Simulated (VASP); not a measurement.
# CaO (Fm-3m) in VASP: further runs

The runs below take CaO through single point, with LDA.

All numbers are computed with VASP 6.6.1; they aren't measurements. Logs are shortened: lines on timing, memory, paths and dates and some standing lists are left out, and cuts for length are marked.

## (1) The cell of the first run

It takes space group Fm-3m (No. 225, cubic). The conventional cell has a = 4.708 Å, b = 4.708 Å, c = 4.708 Å, α = 90.00°, β = 90.00°, γ = 90.00°. Ca (site symmetry m-3m) has 6 O at 2.35 Å within 3.1 Å. Within 3.1 Å of O (site symmetry m-3m) lie 6 Ca at 2.35 Å.

## (2) Single point, LDA

Contents of INCAR:

```
SYSTEM = CaO
PREC = Accurate
ENCUT = 520
EDIFF = 1E-6
ISMEAR = 0
SIGMA = 0.01
LREAL = .FALSE.
LASPH = .TRUE.
NELM = 80
ALGO = Normal
ISIF = 2
LWAVE = .FALSE.
LCHARG = .TRUE.
LELF = .TRUE.
LVHAR = .TRUE.
NBANDS = 15
```

Contents of KPOINTS:

```
Automatic mesh
0
G
  8 8 8
  0 0 0
```

Contents of POSCAR:

```
CaO
1.0
    0.0000000000      2.3539498109      2.3539498109
    2.3539498109      0.0000000000      2.3539498109
    2.3539498109      2.3539498109      0.0000000000
Ca O
1 1
Direct
    0.0000000000      0.0000000000      0.0000000000
    0.5000000000      0.5000000000      0.5000000000
```

Potentials or basis: VASP PAW LDA potentials, release 64 (Ca_sv, O).

Started as:

```bash
> cat potpaw_LDA.64/Ca_sv/POTCAR potpaw_LDA.64/O/POTCAR > POTCAR
> mpirun -np 1 vasp_std > vasp.out
```

OUTCAR:

```text
SYSTEM = CaO
   PREC = Accurate
   ENCUT = 520
   EDIFF = 1E-6
   ISMEAR = 0
   LREAL = .FALSE.
   LASPH = .TRUE.
   NELM = 80
   ISIF = 2

 ion  position               nearest neighbor table
   1  0.000  0.000  0.000-   2 2.35   2 2.35   2 2.35   2 2.35   2 2.35   2 2.35
   2  0.500  0.500  0.500-   1 2.35   1 2.35   1 2.35   1 2.35   1 2.35   1 2.35

  LATTYP: Found a face centered cubic cell.
 ALAT       =     4.7078996218

  Lattice vectors:

 A1 = (   0.0000000000,   2.3539498109,   2.3539498109)
 A2 = (   2.3539498109,   0.0000000000,   2.3539498109)
 A3 = (   2.3539498109,   2.3539498109,   0.0000000000)

Analysis of symmetry for initial positions (statically):
=====================================================================
 Subroutine PRICEL returns:
 Original cell was already a primitive cell.

 Routine SETGRP: Setting up the symmetry group for a
 face centered cubic supercell.

 Subroutine GETGRP returns: Found 48 space group operations
 (whereof 48 operations were pure point group operations)
 out of a pool of 48 trial point group operations.

The static configuration has the point symmetry O_h .

Analysis of symmetry for dynamics (positions and initial velocities):
=====================================================================
 Subroutine PRICEL returns:
 Original cell was already a primitive cell.

 Routine SETGRP: Setting up the symmetry group for a
 face centered cubic supercell.

 Subroutine GETGRP returns: Found 48 space group operations
 (whereof 48 operations were pure point group operations)
 out of a pool of 48 trial point group operations.

The dynamic configuration has the point symmetry O_h .

 Subroutine INISYM returns: Found 48 space group operations
 (whereof 48 operations are pure point group operations),
 and found     1 'primitive' translations

----------------------------------------------------------------------------------------

                                     Primitive cell

  volume of cell :      26.0868

  direct lattice vectors                    reciprocal lattice vectors
     0.000000000  2.353949811  2.353949811    -0.212408947  0.212408947  0.212408947
     2.353949811  0.000000000  2.353949811     0.212408947 -0.212408947  0.212408947
     2.353949811  2.353949811  0.000000000     0.212408947  0.212408947 -0.212408947

  length of vectors
     3.328987748  3.328987748  3.328987748     0.367903088  0.367903088  0.367903088

  position of ions in fractional coordinates (direct lattice)
     0.000000000  0.000000000  0.000000000
     0.500000000  0.500000000  0.500000000

  ion indices of the primitive-cell ions
   primitive index   ion index
                 1           1
                 2           2

----------------------------------------------------------------------------------------

 KPOINTS: Automatic mesh

Automatic generation of k-mesh.
 Grid dimensions read from file:
 generate k-points for:    8    8    8

 Generating k-lattice:

  Cartesian coordinates                     Fractional coordinates (reciprocal lattice)
    -0.026551118  0.026551118  0.026551118     0.125000000  0.000000000  0.000000000
     0.026551118 -0.026551118  0.026551118     0.000000000  0.125000000  0.000000000
     0.026551118  0.026551118 -0.026551118     0.000000000  0.000000000  0.125000000

  Length of vectors
     0.045987886  0.045987886  0.045987886

  Shift w.r.t. Gamma in fractional coordinates (k-lattice)
     0.000000000  0.000000000  0.000000000

 Subroutine IBZKPT returns following result:
 ===========================================

 Found     29 irreducible k-points:

 Following reciprocal coordinates:
            Coordinates               Weight
  0.000000  0.000000  0.000000      1.000000
  0.125000  0.000000  0.000000      8.000000
  0.250000  0.000000  0.000000      8.000000
  0.375000  0.000000  0.000000      8.000000
  0.500000  0.000000  0.000000      4.000000
  0.125000  0.125000  0.000000      6.000000
[... 16 lines left out ...]
  0.500000  0.250000  0.125000     48.000000
 -0.375000  0.250000  0.125000     24.000000
 [... further k-points ...]
   k-points           NKPTS =     29   k-points in BZ     NKDIM =     29   number of bands    NBANDS=     15
   number of dos      NEDOS =    301   number of ions     NIONS =      2
   total plane-waves  NPLWV =  21952
   dimension x,y,z NGX =    28 NGY =   28 NGZ =   28
   dimension x,y,z NGXF=    56 NGYF=   56 NGZF=   56
   ions per type =               1   1
   NGX,Y,Z   is equivalent  to a cutoff of  13.98, 13.98, 13.98 a.u.
   NGXF,Y,Z  is equivalent  to a cutoff of  27.97, 27.97, 27.97 a.u.
 SYSTEM =  CaO
   PREC   = accura    normal or accurate (medium, high low for compatibility)
   ISTART =      0    job   : 0-new  1-cont  2-samecut
   ICHARG =      2    charge: 1-file 2-atom 10-const
   ISPIN  =      1    spin polarized calculation?
   LNONCOLLINEAR =      F non collinear calculations
   LSORBIT =      F    spin-orbit coupling
   LASPH  =      T    aspherical Exc in radial PAW
   ENCUT  =  520.0 eV  38.22 Ry    6.18 a.u.   6.19  6.19  6.19*2*pi/ulx,y,z
   NELM   =     80;   NELMIN=  2; NELMDL= -5     # of ELM steps
   EDIFF  = 0.1E-05   stopping-criterion for ELM
   LREAL  =      F    real-space projection
   EDIFFG = 0.1E-04   stopping-criterion for IOM
   NSW    =      0    number of steps for IOM
   IBRION =     -1    ionic relax: 0-MD 1-quasi-New 2-CG
   NFREE  =      0    steps in history (QN), initial steepest desc. (CG)
   ISIF   =      2    stress and relaxation
   ISYM   =      2    0-nonsym 1-usesym 2-fastsym
   POTIM  = 0.5000    time-step for ionic-motion
   TEBEG  =    0.0;   TEEND  =   0.0 temperature during run
   PSTRESS=    0.0 pullay stress
   NELECT =      16.0000    total number of electrons
   NUPDOWN=      -1.0000    fix difference up-down
   EMIN   =  10.00;   EMAX   =-10.00  energy-range for DOS
   EFERMI =   0.00;   METHOD = LEGACY
   ISMEAR =     0;   SIGMA  =   0.01  broadening in eV -4-tet -1-fermi 0-gaus
   EFERMI_NEDOS =   21; number of points for ismear=-14 and -15
   IALGO  =     38    algorithm
   IMIX   =      4    mixing-type and parameters
     AMIX     =   0.40;   BMIX     =  1.00
     AMIX_MAG =   1.60;   BMIX_MAG =  1.00
  volume/ion in A,a.u.               =      13.04        88.02
  Fermi-wavevector in a.u.,A,eV,Ry     =   1.390938  2.628491 26.323290  1.934707
  Thomas-Fermi vector in A             =   2.514825
   LORBIT       =      0    0 simple, 1 ext, 2 COOP (PROOUT), +10 PAW based schemes
   GGA     = CA    functional components
   LHFCALC =     F    Hartree Fock is set to
   AEXX    =    0.0000 exact exchange contribution
   IVDW    =     0    specifies the selected vdW correction
   LEPSILON=     F    determine dielectric tensor
   LRPA    =     F    only Hartree local field effects (RPA)
 non-spin polarized calculation
 Gauss-broadening in eV      SIGMA  =   0.01
  energy-cutoff  :      520.00
  volume of cell :       26.09
 maximum number of plane-waves:       725
 NGX is ok and might be reduce to    28
   NGX = 13   NGY = 13   NGZ = 13

 number of electron      15.9999999 magnetization

 Free energy of the ion-electron system (eV)
  ---------------------------------------------------
  ext. energy  EPLUGINS =         0.00000000
  ---------------------------------------------------
  free energy    TOTEN  =       -14.22038471 eV

  energy without entropy =      -14.22038471  energy(sigma->0) =      -14.22038471

 E-fermi :   2.4793     XC(G=0): -11.3378

 val. band max:        2.3866104337   @ k =   0.0000   0.0000   0.0000
 cond. band min:       5.8052254531   @ k =   0.5000   0.5000   0.0000
 fundamental gap:      3.4186150195
 Fermi energy:         2.4793128249

 k-point     1 :       0.0000    0.0000    0.0000
  band No.  band energies     occupation
      1     -34.4374      2.00000
      2     -15.4299      2.00000
      3     -15.4299      2.00000
      4     -15.4299      2.00000
      5     -12.9443      2.00000
      6       2.3866      2.00000
      7       2.3866      2.00000
      8       2.3866      2.00000
      9       7.4689      0.00000
     10       8.6343      0.00000
     11       8.6343      0.00000
     12       8.6343      0.00000
     13      10.3101      0.00000
     14      10.3101      0.00000
     15      17.5647      0.00000

 k-point     2 :       0.1250    0.0000    0.0000
  band No.  band energies     occupation
      1     -34.4161      2.00000
      2     -15.7343      2.00000
      3     -15.4397      2.00000
      4     -15.4397      2.00000
      5     -12.6323      2.00000
      6       1.8151      2.00000
      7       2.1441      2.00000
      8       2.1441      2.00000
      9       8.1617      0.00000
     10       8.6015      0.00000
     11       8.9271      0.00000
     12       8.9271      0.00000
     13      10.7268      0.00000
     14      10.7268      0.00000
     15      18.2570      0.00000

 k-point     3 :       0.2500    0.0000    0.0000
  band No.  band energies     occupation
      1     -34.3643      2.00000
      2     -16.2970      2.00000
      3     -15.4632      2.00000
      4     -15.4632      2.00000
      5     -12.0491      2.00000
      6       0.7330      2.00000
      7       1.6309      2.00000
      8       1.6309      2.00000
      9       8.6932      0.00000
     10       9.6495      0.00000
     11       9.6986      0.00000
     12       9.6986      0.00000
     13      11.7220      0.00000
     14      11.7220      0.00000
     15      18.8510      0.00000

 k-point     4 :       0.3750    0.0000    0.0000
  band No.  band energies     occupation
      1     -34.3118      2.00000
      2     -16.7416      2.00000
      3     -15.4865      2.00000
      4     -15.4865      2.00000
      5     -11.5792      2.00000
      6      -0.1462      2.00000
      7       1.1901      2.00000
      8       1.1901      2.00000
      9       9.2207      0.00000
     10      10.6025      0.00000
     11      10.6025      0.00000
     12      10.8412      0.00000
     13      12.8014      0.00000
     14      12.8014      0.00000
     15      17.8628      0.00000
[... 307 lines left out ...]
 k-point    22 :       0.3750    0.2500    0.1250
  band No.  band energies     occupation
      1     -34.3266      2.00000
      2     -16.3442      2.00000
      3     -15.6384      2.00000
      4     -15.5102      2.00000
      5     -12.0060      2.00000
      6       0.4213      2.00000
      7       1.5134      2.00000
      8       1.8407      2.00000
      9       7.7106      0.00000
     10       9.8450      0.00000
     11      10.4709      0.00000
     12      10.8581      0.00000
     13      11.7078      0.00000
     14      13.0308      0.00000
     15      19.4003      0.00000

 k-point    23 :       0.5000    0.2500    0.1250
  band No.  band energies     occupation
      1     -34.2850      2.00000
      2     -16.5383      2.00000
      3     -15.7233      2.00000
      4     -15.5590      2.00000
      5     -11.8374      2.00000
      6       0.2389      2.00000
      7       1.1972      2.00000
      8       1.4867      2.00000
      9       8.2796      0.00000
     10      10.1394      0.00000
     11      11.1388      0.00000
     12      11.3342      0.00000
     13      12.7819      0.00000
     14      14.0014      0.00000
     15      17.7777      0.00000

 k-point    24 :      -0.3750    0.2500    0.1250
  band No.  band energies     occupation
      1     -34.2676      2.00000
      2     -16.6163      2.00000
      3     -15.7428      2.00000
      4     -15.5927      2.00000
      5     -11.7739      2.00000
      6       0.1843      2.00000
      7       1.1761      2.00000
      8       1.2171      2.00000
      9       9.2663      0.00000
     10       9.3363      0.00000
     11      11.4694      0.00000
     12      11.7766      0.00000
     13      13.1018      0.00000
     14      14.8176      0.00000
     15      16.8725      0.00000

 [... further k-points ...]
[... 5 lines left out ...]
  --------------------------------------------------------------------------------------
  -------------------------------------------------------------------------------------
  Total        0.1610523      0.1610523      0.1610523     -0.0000000     -0.0000000     -0.0000000
  in kB        9.8913566      9.8913566      9.8913566     -0.0000000     -0.0000000     -0.0000000
  external PRESSURE =       9.8913566 kB  Pullay stress =       0.0000000 kB

 VOLUME and BASIS-vectors are now :
 -----------------------------------------------------------------------------
  energy-cutoff  :      520.00
  volume of cell :       26.09
      direct lattice vectors                 reciprocal lattice vectors
     0.000000000  2.353949811  2.353949811    -0.212408947  0.212408947  0.212408947
     2.353949811  0.000000000  2.353949811     0.212408947 -0.212408947  0.212408947
     2.353949811  2.353949811  0.000000000     0.212408947  0.212408947 -0.212408947

 POSITION                                       TOTAL-FORCE (eV/Angst)
 -----------------------------------------------------------------------------------
      0.00000      0.00000      0.00000        -0.000000      0.000000      0.000000
      2.35395      2.35395      2.35395         0.000000     -0.000000     -0.000000
 -----------------------------------------------------------------------------------
    total drift:                                0.000000      0.000000      0.000000

  FREE ENERGIE OF THE ION-ELECTRON SYSTEM (eV)
  ---------------------------------------------------
  free  energy   TOTEN  =       -14.2203847129 eV

  energy  without entropy=      -14.2203847129  energy(sigma->0) =      -14.22038471
```

Run time: 6.6 s. Hardware: 1 thread of Intel Xeon 6975P-C (Granite Rapids), shared host; peak memory 0.14 GiB.

Results:

* Free energy: -14.2204 eV
* Pressure: 1.0 GPa
* Band gap on the k mesh: 3.42 eV, indirect (least direct gap 3.78 eV)

Levels at points of the mesh, in eV from the valence-band top:
```tsv
k point	band 4	band 5	band 6	band 7	band 8	band 9	band 10	band 11	band 12	band 13
(0.00, 0.00, 0.00)	-17.82	-15.33	0.00	0.00	0.00	5.08	6.25	6.25	6.25	7.92
(0.50, 0.00, 0.00)	-17.88	-13.79	-2.86	-1.36	-1.36	7.24	8.64	8.64	8.79	10.96
(0.50, 0.50, 0.00)	-18.11	-15.09	-1.27	-0.36	-0.36	3.42	8.49	9.23	9.96	9.96
```

A k mesh can miss the band edges. A hybrid or GW would open this gap; LDA tends to underestimate it.

(Part 1 of 2 ends here.)
